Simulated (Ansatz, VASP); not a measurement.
One calculation of HfSi15, two programs

Contents of INCAR:

```
PREC = Accurate
ENCUT = 520
EDIFF = 1E-7
ISMEAR = 0
SIGMA = 0.01
LREAL = Auto
LASPH = True
NELM = 100
ALGO = Normal
ISIF = 2
LWAVE = False
LCHARG = False
GGA = PE
IBRION = 2
NSW = 65
EDIFFG = -0.025
```

File KPOINTS:

```
Automatic mesh
0
Gamma
  2 2 2
```

File POSCAR:

```
HfSi15
1.0
    0.0000000000      5.4700936587     -5.4700936587
    5.4700936587      5.4700936587      0.0000000000
    5.4700936587      0.0000000000     -5.4700936587
Hf Si
1 15
Direct
    0.3750000000      0.3750000000      0.3750000000
    0.3750000000      0.8750000000      0.3750000000
    0.8750000000      0.3750000000      0.3750000000
    0.8750000000      0.8750000000      0.3750000000
    0.3750000000      0.3750000000      0.8750000000
    0.3750000000      0.8750000000      0.8750000000
    0.8750000000      0.3750000000      0.8750000000
    0.8750000000      0.8750000000      0.8750000000
    0.5000000000      0.5000000000      0.0000000000
    0.5000000000      0.0000000000      0.0000000000
    1.0000000000      0.5000000000      0.0000000000
    1.0000000000      0.0000000000      0.0000000000
    0.5000000000      0.5000000000      0.5000000000
    0.5000000000      0.0000000000      0.5000000000
    1.0000000000      0.5000000000      0.5000000000
    1.0000000000      0.0000000000      0.5000000000
```

Input for Ansatz:

```yaml
crystal:
  lattice:
    - [0.0, 5.4700936587, -5.4700936587]
    - [5.4700936587, 5.4700936587, 0.0]
    - [5.4700936587, 0.0, -5.4700936587]
  atoms:
    - { symbol: Hf, position: [0.375, 0.375, 0.375] }
    - { symbol: Si, position: [0.375, 0.875, 0.375] }
    - { symbol: Si, position: [0.875, 0.375, 0.375] }
    - { symbol: Si, position: [0.875, 0.875, 0.375] }
    - { symbol: Si, position: [0.375, 0.375, 0.875] }
    - { symbol: Si, position: [0.375, 0.875, 0.875] }
    - { symbol: Si, position: [0.875, 0.375, 0.875] }
    - { symbol: Si, position: [0.875, 0.875, 0.875] }
    - { symbol: Si, position: [0.5, 0.5, 0.0] }
    - { symbol: Si, position: [0.5, 0.0, 0.0] }
    - { symbol: Si, position: [1.0, 0.5, 0.0] }
    - { symbol: Si, position: [1.0, 0.0, 0.0] }
    - { symbol: Si, position: [0.5, 0.5, 0.5] }
    - { symbol: Si, position: [0.5, 0.0, 0.5] }
    - { symbol: Si, position: [1.0, 0.5, 0.5] }
    - { symbol: Si, position: [1.0, 0.0, 0.5] }
  host:
    lattice:
      - [0.0, 2.7350468294, 2.7350468294]
      - [2.7350468294, 0.0, 2.7350468294]
      - [2.7350468294, 2.7350468294, 0.0]
    atoms:
      - { symbol: Si, position: [0.25, 0.25, 0.25] }
      - { symbol: Si, position: [0.0, 0.0, 0.0] }
basis:
  ecutwfc: 420
  xc_grid: 2
kpoints:
  mp_grid: { grid: [2, 2, 2], shift: [0.0, 0.0, 0.0] }
hamiltonian:
  xc: pbe
scf:
  occupations: { method: gaussian, width: 0.01 }
output:
  forces: true
  stress: false
  eigenvalues: true
  charged_corrections:
    defect_position: [0.375, 0.375, 0.375]
    epsilon: [[12.9823, 0.0, 0.0], [0.0, 12.9823, 0.0], [0.0, 0.0, 12.9823]]
  write_density: true
  write_potential: true
  elf: true
  volumetric_format: npy
relax:
  adjacent_minimum: "off"
  f_tol: 0.025
  max_steps: 45
```

Alike in both runs: task relaxation of the atoms; functional PBE; k mesh 2 × 2 × 2; occupations gaussian, width 0.01 eV; no spin polarisation.

|  | VASP | Ansatz |
| --- | --- | --- |
| version | VASP 6.6.1 | Ansatz 0.2.0 |
| potentials or method | VASP PAW PBE potentials, release 64 (Hf_pv, Si), cutoff 520 eV | scalar-relativistic, plane waves, PAW |
| valence electrons in the cell | 70 | 86 |

```csv
,VASP,Ansatz,Ansatz less VASP
"gap on the k mesh at the Fermi level, each at its own relaxed structure (eV)",0.03,0.03,-0.001
```

VASP's potentials hold 70 valence electrons a cell and Ansatz's 86, so a difference there can come from the potentials and not from the codes.

The k mesh is coarse, so the values compare programs but aren't converged. Spin-orbit coupling is off throughout.
